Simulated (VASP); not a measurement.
HfB, 2 atoms in the cell. The structure is tetragonal, space group I4/mmm (No. 139). Conventional cell: a = 3.430 Å, b = 3.430 Å, c = 4.736 Å, α = 90.00°, β = 90.00°, γ = 90.00°. Hf (site symmetry 4/mmm) has 6 B at 2.37 to 2.43 Å within 3.1 Å. B (site symmetry 4/mmm) has 6 Hf at 2.37 to 2.43 Å within 3.1 Å.  This cell differs from its parent crystal: strain +0.050 along x and y, +0.025 along z.

* Program: VASP 6.6.1
* Task: single point
* Functional: PBEsol
* Potentials or basis: VASP PAW PBE potentials, release 64 (Hf_pv, B)
* Cutoff: 500 eV
* k mesh: 18 × 18 × 18
* Occupations: gaussian, width 0.15 eV
* Spin: no spin polarisation
* Dipole correction: no
* Further INCAR settings: ALGO = Normal; EDIFF = 1e-06; NBANDS = 14

Potentials or basis: VASP PAW PBE potentials, release 64 (Hf_pv, B).

Launch:

```bash
$ cat potpaw_PBE.64/Hf_pv/POTCAR potpaw_PBE.64/B/POTCAR > POTCAR
$ mpirun -np 1 vasp_std > vasp.out
```

Hardware: 1 thread of Intel(R) Xeon(R) Platinum 8259CL CPU @ 2.50GHz (Skylake/Cascade Lake), with other jobs on the host.

Problem. How long does it take, and how much memory?

Solution. It took 4.4 min on 1 thread of Intel(R) Xeon(R) Platinum 8259CL CPU @ 2.50GHz (Skylake/Cascade Lake), with other jobs on the host, peak memory 0.3 GiB. Counts: scf iterations 11, k points 480.
